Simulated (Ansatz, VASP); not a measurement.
Two plane-wave programs on Pt

Contents of INCAR:

```
SYSTEM = Pt
PREC     = Accurate       ! precision mode
ENCUT    = 520            ! plane-wave cutoff, eV
EDIFF    = 1E-7           ! SCF threshold, eV
ISMEAR   = 0              ! smearing method
SIGMA    = 0.05           ! smearing width, eV
LREAL    = .FALSE.        ! projectors in reciprocal space
LASPH    = .TRUE.         ! aspherical terms in the spheres
NELM     = 100            ! most SCF steps
ALGO     = Normal         ! electronic algorithm
ISIF     = 2              ! what is computed and relaxed
LWAVE    = .FALSE.        ! write WAVECAR
LCHARG   = .FALSE.        ! write CHGCAR
GGA      = PS             ! functional
NBANDS   = 11             ! bands
```

The input KPOINTS:

```
Automatic mesh
0
G
  18 18 18
  0 0 0
```

The input POSCAR:

```
Pt
1.0
    0.0000000000      1.9600000000      1.9600000000
    1.9600000000      0.0000000000      1.9600000000
    1.9600000000      1.9600000000      0.0000000000
Pt
1
Direct
    0.0000000000      0.0000000000      0.0000000000
```

Input for Ansatz:

```yaml
crystal:
  lattice:
    - [0.0, 1.96, 1.96]
    - [1.96, 0.0, 1.96]
    - [1.96, 1.96, 0.0]
  atoms:
    - { symbol: Pt, position: [0.0, 0.0, 0.0] }
basis:
  ecutwfc: 420
  ecutrho_ratio: 4
kpoints:
  mp_grid: { grid: [18, 18, 18] }
hamiltonian:
  xc: pbesol
scf:
  occupations: { method: gaussian, width: 0.05 }
output:
  forces: true
  stress: true
  eigenvalues: true
```

Alike in both runs: task single point; functional PBEsol; k mesh 18 × 18 × 18; occupations gaussian, width 0.05 eV; no spin polarisation.

```csv
,VASP,Ansatz
version,VASP 6.6.1,Ansatz 0.2.0
potentials or method,"VASP PAW PBE potentials, release 64 (Pt), cutoff 520 eV","scalar-relativistic, plane waves, PAW"
valence electrons in the cell,10,18
```

```tsv
	VASP	Ansatz	Ansatz less VASP
pressure (GPa)	-0.9	-0.5	+0.42
```

VASP's potentials were made for PBE, not for PBEsol. With one functional, cell and mesh, what is left measures potentials, basis and numerics. VASP's potentials hold 10 valence electrons a cell and Ansatz's 18, so a difference there can come from the potentials and not from the codes.

Spin-orbit coupling is off throughout.
